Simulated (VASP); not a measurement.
# Mg7Zn9O16 (P1) in VASP: a series of runs

Mg7Zn9O16 is run at these levels: PBE, HSE06; tasks: single point.

All numbers are computed with VASP 6.6.1; they aren't measurements. Logs are shortened: lines on timing, memory, paths and dates and some standing lists are left out, and cuts for length are marked.

## (1) The cell of the first run

The typed cell holds 64 atoms: a = 8.512 Å, b = 8.512 Å, c = 8.512 Å, α = 90.00°, β = 90.00°, γ = 90.00°.

## (2) Single point, PBE

File INCAR:

```
PREC = Accurate
ENCUT = 520
EDIFF = 1E-6
ISMEAR = -1
SIGMA = 0.05
LREAL = Auto
LASPH = True
NELM = 100
ALGO = Normal
ISIF = 2
LWAVE = False
LCHARG = False
GGA = PE
NBANDS = 256
```

File KPOINTS:

```
regular mesh
0
Gamma
  1 1 1
```

File POSCAR:

```
Mg7Zn9O16
1.0
    8.5120840000      0.0000000000      0.0000000000
    0.0000000000      8.5120840000      0.0000000000
    0.0000000000      0.0000000000      8.5120840000
O Mg Zn
32 14 18
Direct
    0.2265250000      0.0259290000      0.0076120000
    0.2511230000      0.0286560000      0.5024270000
    0.2299010000      0.5133570000      0.0105430000
    0.2319140000      0.5179790000      0.5017570000
    0.7606990000      0.0227940000      0.0178170000
    0.7335940000      0.0164610000      0.5124860000
    0.7230950000      0.4967130000      0.0177700000
    0.7357470000      0.5231810000      0.5004770000
    0.9883340000      0.2648550000      0.0110620000
    0.9863550000      0.2654970000      0.4889250000
    0.9830500000      0.7528150000      0.0156750000
    0.9909510000      0.7872870000      0.5145860000
    0.4714590000      0.2532060000      0.9967410000
    0.4860660000      0.2781930000      0.5062530000
    0.4869800000      0.7631970000      0.0030630000
    0.4908490000      0.7591550000      0.5234000000
    0.0224210000      0.0072770000      0.2640130000
    0.9954210000      0.0143110000      0.7466800000
    0.9891200000      0.5094620000      0.2485940000
    0.9696620000      0.4847340000      0.7609620000
    0.4719070000      0.0006820000      0.2470110000
    0.4838080000      0.0111860000      0.7499430000
    0.4846520000      0.5086550000      0.2487540000
    0.4803850000      0.5213050000      0.7389450000
    0.2446870000      0.2651500000      0.2550150000
    0.2213130000      0.2658460000      0.7454510000
    0.2462780000      0.7543500000      0.2551850000
    0.2329530000      0.7535360000      0.7764920000
    0.7292330000      0.2621280000      0.2593640000
    0.7488450000      0.2630830000      0.7213400000
    0.7533800000      0.7814230000      0.2644810000
    0.7549900000      0.7676620000      0.7628030000
    0.9785780000      0.0123080000      0.9985760000
    0.9937890000      0.0184470000      0.5032750000
    0.9776410000      0.4937740000      0.0244360000
    0.9855050000      0.5124150000      0.4955690000
    0.4842800000      0.5339120000      0.5145470000
    0.2444610000      0.2705500000      0.5061630000
    0.2214100000      0.7601330000      0.0205730000
    0.7340060000      0.2781380000      0.4910050000
    0.2519070000      0.0242580000      0.2596570000
    0.2278360000      0.5223930000      0.7654990000
    0.7426560000      0.0085870000      0.2513020000
    0.7240880000      0.0195300000      0.7388040000
    0.9943580000      0.7655280000      0.2558650000
    0.4856130000      0.7472980000      0.7720250000
    0.4670720000      0.0028770000      0.0045300000
    0.4997720000      0.0172890000      0.5229150000
    0.4645800000      0.5062530000      0.0304020000
    0.2283250000      0.2748170000      0.0108110000
    0.2441840000      0.7713900000      0.5066620000
    0.7328290000      0.2646990000      0.9868750000
    0.7251520000      0.7592980000      0.9934550000
    0.7446530000      0.7741230000      0.5126580000
    0.2293600000      0.0263190000      0.7563680000
    0.2174010000      0.5131090000      0.2425740000
    0.7352670000      0.5310800000      0.2550440000
    0.7217560000      0.5117300000      0.7457220000
    0.9722640000      0.2442820000      0.2562580000
    0.9906340000      0.2540770000      0.7536150000
    0.9981860000      0.7475160000      0.7623670000
    0.4768610000      0.2676930000      0.2707050000
    0.4940960000      0.2659850000      0.7535650000
    0.4869870000      0.7668760000      0.2481590000
```

Potentials or basis: VASP PAW PBE potentials, release 64 (O, Mg, Zn).

Launch:

```
$ cat potpaw_PBE.64/O/POTCAR potpaw_PBE.64/Mg/POTCAR potpaw_PBE.64/Zn/POTCAR > POTCAR
$ mpirun -np 1 vasp_gam > vasp.out
```

OUTCAR:

```text
PREC = Accurate
   ENCUT = 520
   EDIFF = 1E-6
   ISMEAR = -1
   LREAL = Auto
   LASPH = True
   NELM = 100
   ISIF = 2
   GGA = PE

 ion  position               nearest neighbor table
   1  0.227  0.026  0.008-  47 2.06  33 2.12  50 2.12  55 2.14  41 2.16  39 2.27
   2  0.251  0.029  0.502-  38 2.06  41 2.07  48 2.13  55 2.17  51 2.19  34 2.19
   3  0.230  0.513  0.011-  56 1.98  49 2.01  50 2.03  42 2.09  39 2.10  35 2.16
   4  0.232  0.518  0.502-  36 2.10  38 2.11  37 2.16  51 2.16  56 2.21  42 2.25
   5  0.761  0.023  0.018-  33 1.86  43 2.00  52 2.09  53 2.27  44 2.40  47 2.51
   6  0.734  0.016  0.512-  44 1.93  48 1.99  54 2.06  34 2.22  43 2.23  40 2.23
[... 50 lines left out ...]
  45  0.994  0.766  0.256-  11 2.05  31 2.06  17 2.07  27 2.15  19 2.18  12 2.21  39 2.78  56 2.87
                            36 2.97  57 2.97  43 2.98  34 3.01  51 3.01  33 3.04  35 3.04  54 3.05
  46  0.486  0.747  0.772-  24 1.94  15 1.97  16 2.12  28 2.15  22 2.25  32 2.30  53 2.78  37 2.85
                            58 2.85  42 2.91  47 2.95  49 3.01  51 3.06  39 3.09  44 3.09  54 3.13
  47  0.467  0.003  0.005-  15 2.05   1 2.06  21 2.06  13 2.13  22 2.17   5 2.51  41 2.85  64 2.89
                            55 2.93  39 2.94  46 2.95  53 3.02  43 3.15  44 3.15
  48  0.500  0.017  0.523-  22 1.94   6 1.99   2 2.13  16 2.20  14 2.23  21 2.36  44 2.65  63 2.89
                            54 2.94  40 3.00  51 3.02  62 3.03  55 3.04  38 3.06  41 3.08  43 3.10
  49  0.465  0.506  0.030-  23 1.87   3 2.01  13 2.17   7 2.20  15 2.21  24 2.49  56 2.77  50 2.82
                            62 2.88  64 2.90  39 2.99  57 3.00  46 3.01  42 3.03
  50  0.228  0.275  0.011-   3 2.03   9 2.04  13 2.08  25 2.08   1 2.12  26 2.26  49 2.82  56 2.83
                            35 2.84  42 2.97  60 2.99  41 3.01  55 3.03  59 3.03  33 3.09
  51  0.244  0.771  0.507-  16 2.11  27 2.15   4 2.16  12 2.16   2 2.19  28 2.30  37 2.88  34 2.99
                            41 3.01  45 3.01  64 3.02  48 3.02  61 3.03  55 3.04  42 3.06  46 3.06
  52  0.733  0.265  0.987-   7 1.99   5 2.09   9 2.18  13 2.23  30 2.26  29 2.32  63 2.84  35 2.87
                            58 2.94  60 2.96  44 2.97  33 3.00  43 3.13
  53  0.725  0.759  0.993-  32 1.98  15 2.03  11 2.20   7 2.24   5 2.27  31 2.33  46 2.78  57 2.96
                            64 2.97  58 2.98  47 3.02  61 3.05  33 3.05  43 3.06  44 3.10  35 3.13
  54  0.745  0.774  0.513-   6 2.06  12 2.10  31 2.11  32 2.13   8 2.14  16 2.17  44 2.85  48 2.94
                            34 2.97  43 2.99  58 2.99  37 3.02  57 3.02  36 3.03  61 3.04  45 3.05
  55  0.229  0.026  0.756-  18 2.00  26 2.04   1 2.14   2 2.17  22 2.17  28 2.33  60 2.81  47 2.93
                            34 2.94  33 2.97  38 2.98  50 3.03  63 3.04  51 3.04  48 3.04  39 3.19
  56  0.217  0.513  0.243-  19 1.94   3 1.98  27 2.07  25 2.13   4 2.21  23 2.28  35 2.76  49 2.77
                            39 2.83  50 2.83  45 2.87  36 2.92  38 3.06  37 3.25
  57  0.735  0.531  0.255-   7 2.04   8 2.09  31 2.14  23 2.14  19 2.17  29 2.29  35 2.87  64 2.92
                            40 2.94  53 2.96  36 2.96  45 2.97  49 3.00  54 3.02  37 3.07
  58  0.722  0.512  0.746-  24 2.06   8 2.09  20 2.13  30 2.14  32 2.20   7 2.32  37 2.83  46 2.85
                            63 2.85  52 2.94  40 2.94  53 2.98  54 2.99  36 3.09  35 3.22
  59  0.972  0.244  0.256-  10 1.99  17 2.06  29 2.07   9 2.10  19 2.26  25 2.33  43 2.80  34 2.85
                            40 2.86  35 2.90  33 2.95  41 3.03  50 3.03  36 3.06  38 3.15
  60  0.991  0.254  0.754-  26 1.97  20 1.97  18 2.04  30 2.08   9 2.19  10 2.26  55 2.81  34 2.93
                            33 2.93  52 2.96  50 2.99  38 3.02  44 3.02  42 3.05  35 3.08  36 3.11
  61  0.998  0.748  0.762-  28 2.00  32 2.08  12 2.14  11 2.16  20 2.25  18 2.28  42 2.74  39 2.91
                            33 3.03  51 3.03  36 3.03  54 3.04  53 3.05  35 3.11  34 3.19  44 3.29
  62  0.477  0.268  0.271-  25 1.98  14 2.01  23 2.06  29 2.15  21 2.28  13 2.34  38 2.82  41 2.82
                            40 2.88  49 2.88  48 3.03  37 3.07  43 3.16
  63  0.494  0.266  0.754-  13 2.08  14 2.11  22 2.17  24 2.18  30 2.19  26 2.32  52 2.84  58 2.85
                            44 2.87  48 2.89  38 2.99  40 3.03  55 3.04  37 3.06  42 3.15
  64  0.487  0.767  0.248-  21 1.99  27 2.05  15 2.09  23 2.20  31 2.28  16 2.34  47 2.89  49 2.90
                            57 2.92  41 2.97  53 2.97  39 2.98  43 3.00  37 3.01  51 3.02

  LATTYP: Found a simple cubic cell.
 ALAT       =     8.5120840000

  Lattice vectors:

 A1 = (   8.5120840000,   0.0000000000,   0.0000000000)
 A2 = (   0.0000000000,   8.5120840000,   0.0000000000)
 A3 = (   0.0000000000,   0.0000000000,   8.5120840000)

Analysis of symmetry for initial positions (statically):
=====================================================================
 Subroutine PRICEL returns:
 Original cell was already a primitive cell.

 Routine SETGRP: Setting up the symmetry group for a
 simple cubic supercell.

 Subroutine GETGRP returns: Found  1 space group operations
 (whereof  1 operations were pure point group operations)
 out of a pool of 48 trial point group operations.

[... 188 lines left out ...]
 Subroutine IBZKPT returns following result:
 ===========================================

 Found      1 irreducible k-points:

 Following reciprocal coordinates:
            Coordinates               Weight
  0.000000  0.000000  0.000000      1.000000
   k-points           NKPTS =      1   k-points in BZ     NKDIM =      1   number of bands    NBANDS=    256
   number of dos      NEDOS =    301   number of ions     NIONS =     64
   total plane-waves  NPLWV = 262144
   dimension x,y,z NGX =    64 NGY =   64 NGZ =   64
   dimension x,y,z NGXF=   128 NGYF=  128 NGZF=  128
   ions per type =              32  14  18
   NGX,Y,Z   is equivalent  to a cutoff of  12.50, 12.50, 12.50 a.u.
   NGXF,Y,Z  is equivalent  to a cutoff of  25.00, 25.00, 25.00 a.u.
 SYSTEM =  unknown system
   PREC   = accura    normal or accurate (medium, high low for compatibility)
   ISTART =      0    job   : 0-new  1-cont  2-samecut
   ICHARG =      2    charge: 1-file 2-atom 10-const
   ISPIN  =      1    spin polarized calculation?
   LNONCOLLINEAR =      F non collinear calculations
   LSORBIT =      F    spin-orbit coupling
   LASPH  =      T    aspherical Exc in radial PAW
   ENCUT  =  520.0 eV  38.22 Ry    6.18 a.u.  15.83 15.83 15.83*2*pi/ulx,y,z
   NELM   =    100;   NELMIN=  2; NELMDL= -5     # of ELM steps
   EDIFF  = 0.1E-05   stopping-criterion for ELM
   LREAL  =      T    real-space projection
   EDIFFG = 0.1E-04   stopping-criterion for IOM
   NSW    =      0    number of steps for IOM
   IBRION =     -1    ionic relax: 0-MD 1-quasi-New 2-CG
   NFREE  =      0    steps in history (QN), initial steepest desc. (CG)
   ISIF   =      2    stress and relaxation
   ISYM   =      2    0-nonsym 1-usesym 2-fastsym
   POTIM  = 0.5000    time-step for ionic-motion
   TEBEG  =    0.0;   TEEND  =   0.0 temperature during run
   PSTRESS=    0.0 pullay stress
   NELECT =     436.0000    total number of electrons
   NUPDOWN=      -1.0000    fix difference up-down
   EMIN   =  10.00;   EMAX   =-10.00  energy-range for DOS
   EFERMI =   0.00;   METHOD = LEGACY
   ISMEAR =    -1;   SIGMA  =   0.05  broadening in eV -4-tet -1-fermi 0-gaus
   EFERMI_NEDOS =   21; number of points for ismear=-14 and -15
   IALGO  =     38    algorithm
   IMIX   =      4    mixing-type and parameters
     AMIX     =   0.40;   BMIX     =  1.00
     AMIX_MAG =   1.60;   BMIX_MAG =  1.00
  volume/ion in A,a.u.               =       9.64        65.03
  Fermi-wavevector in a.u.,A,eV,Ry     =   1.458370  2.755920 28.937462  2.126843
  Thomas-Fermi vector in A             =   2.575063
   LORBIT       =      0    0 simple, 1 ext, 2 COOP (PROOUT), +10 PAW based schemes
   GGA     = PE    functional components
[... 5 lines left out ...]
 non-spin polarized calculation
  energy-cutoff  :      520.00
  volume of cell :      616.75
 maximum number of plane-waves:      8332
 NGX is ok and might be reduce to    64
   NGX = 31   NGY = 31   NGZ = 31

 number of electron     436.0000018 magnetization

 Free energy of the ion-electron system (eV)
  ---------------------------------------------------
  ext. energy  EPLUGINS =         0.00000000
  ---------------------------------------------------
  free energy    TOTEN  =      -315.97523765 eV

  energy without entropy =     -315.97523714  energy(sigma->0) =     -315.97523739

 E-fermi :   4.3051     XC(G=0): -11.7313

 val. band max:        3.5126539546   @ k =   0.0000   0.0000   0.0000
 cond. band min:       5.0907476780   @ k =   0.0000   0.0000   0.0000
 fundamental gap:      1.5780937233
 Fermi energy:         4.3051005969

 k-point     1 :       0.0000    0.0000    0.0000
  band No.  band energies     occupation
      1     -15.3192      2.00000
      2     -14.8879      2.00000
      3     -14.7588      2.00000
      4     -14.5185      2.00000
      5     -14.4218      2.00000
      6     -14.4131      2.00000
[... 222 lines left out ...]
    229       9.1554      0.00000
    230       9.2745      0.00000
 [bands above 230 left out]

------------------------ aborting loop because EDIFF is reached ----------------------------------------

  FORCE on cell =-STRESS in cart. coord.  units (eV):
  Direction    XX          YY          ZZ          XY          YZ          ZX
  --------------------------------------------------------------------------------------
  -------------------------------------------------------------------------------------
  Total       34.6499234     33.1753318     41.9974665     -0.4268959      1.2563722     -0.8670800
  in kB       90.0129840     86.1823149    109.1003070     -1.1089829      3.2637825     -2.2524857
  external PRESSURE =      95.0985353 kB  Pullay stress =       0.0000000 kB

 VOLUME and BASIS-vectors are now :
 -----------------------------------------------------------------------------
  energy-cutoff  :      520.00
  volume of cell :      616.75
      direct lattice vectors                 reciprocal lattice vectors
     8.512084000  0.000000000  0.000000000     0.117480044  0.000000000  0.000000000
     0.000000000  8.512084000  0.000000000     0.000000000  0.117480044  0.000000000
     0.000000000  0.000000000  8.512084000     0.000000000  0.000000000  0.117480044

 POSITION                                       TOTAL-FORCE (eV/Angst)
 -----------------------------------------------------------------------------------
      1.92820      0.22071      0.06479        -0.142142     -1.349199     -0.093833
      2.13758      0.24392      4.27670        -0.211587     -0.634173      0.208374
      1.95694      4.36974      0.08974        -0.384914      0.680916     -1.377164
      1.97407      4.40908      4.27100        -0.160642      0.124701      0.646306
      6.47513      0.19402      0.15166        -1.961650     -0.150705     -0.976219
      6.24441      0.14012      4.36232         0.642722      0.353227     -1.486773
[... 56 lines left out ...]
      4.20579      2.26409      6.41441        -0.681539      0.208566      0.165725
      4.14527      6.52771      2.11235         0.237612     -0.395060      0.920605
 -----------------------------------------------------------------------------------
    total drift:                               -0.003615      0.000931     -0.012699

  FREE ENERGIE OF THE ION-ELECTRON SYSTEM (eV)
  ---------------------------------------------------
  free  energy   TOTEN  =      -315.9752376485 eV

  energy  without entropy=     -315.9752371415  energy(sigma->0) =     -315.97523739
```

Wall time 6.7 min (1 thread of AMD EPYC 7R13 (Zen 3), shared host); peak memory 0.55 GiB.

What came out:

```
Free energy            : -315.9752 eV
Pressure               : 9.5 GPa
Largest force          : 2.427 eV/Å
Band gap on the k mesh : 1.58 eV
```

Forces in eV/Å, atoms in the order of the input:
```
O   -0.142 -1.349 -0.094
O   -0.212 -0.634  0.208
O   -0.385  0.681 -1.377
O   -0.161  0.125  0.646
O   -1.962 -0.151 -0.976
O    0.643  0.353 -1.487
O    0.272  0.915 -0.797
O    0.275 -0.057 -0.261
O   -0.451 -0.662  0.241
O    0.021  0.047  0.286
O    0.151  0.149 -0.061
O    0.372 -1.926 -0.691
O    0.865  0.372 -0.431
O    0.287  0.051  0.529
O   -0.261 -0.333 -0.056
O   -0.095  0.924 -0.324
O   -2.134 -0.343 -0.452
O   -1.119 -0.131  0.596
O   -1.139  0.900  1.363
O    0.778  2.241 -0.075
O    2.190  0.466  0.266
O    0.436 -0.415  1.562
O    0.306  1.073  2.095
O   -0.085 -0.708  1.686
O   -0.252  0.154  0.420
O    1.513  0.951  0.260
O   -0.794  0.582 -0.131
O    0.616  0.310 -0.154
O   -0.218 -0.644 -0.162
O   -1.315 -0.487  1.674
O   -0.570 -0.986 -0.423
O   -1.196  0.081 -0.279
Mg   1.954 -0.008  0.016
Mg   0.275  0.440  0.296
Mg  -0.655  1.018 -1.855
Mg   0.210 -0.238  0.629
Mg  -0.364 -1.334 -1.761
Mg  -0.620  0.235 -0.181
Mg   0.433  0.620 -0.863
Mg   0.188 -0.366  0.182
Mg  -1.209 -0.115 -0.099
Mg  -0.032 -1.441 -0.828
Mg  -0.778  1.009  0.281
Mg   1.291 -0.204  1.522
Mg  -0.128  0.324  0.403
Mg  -0.398  1.342 -1.077
Zn   0.284  1.154 -0.106
Zn  -1.273 -0.234 -1.659
Zn   1.205 -0.437 -1.835
Zn   0.248 -1.348 -0.394
Zn  -0.183  0.009  0.035
Zn  -0.295 -0.538  0.782
Zn   1.210  0.150  0.898
Zn  -0.127 -0.388 -0.185
Zn   0.620 -0.498  0.056
Zn   1.272 -0.368  2.034
Zn  -0.249 -0.522  0.065
Zn   1.098 -0.130  0.514
Zn   0.522  0.313 -0.285
Zn  -0.591  0.124 -0.302
Zn  -0.728  0.444 -0.140
Zn   1.027 -0.373 -0.833
Zn  -0.682  0.209  0.166
Zn   0.238 -0.395  0.921
```

Caveat: the k points lie up to 0.74 Å⁻¹ apart; forces of over 1 eV/Å act on the atoms, so gaps and moduli don't describe the material at rest. A k mesh can miss the band edges.

(Continued in part 2 of 2.)
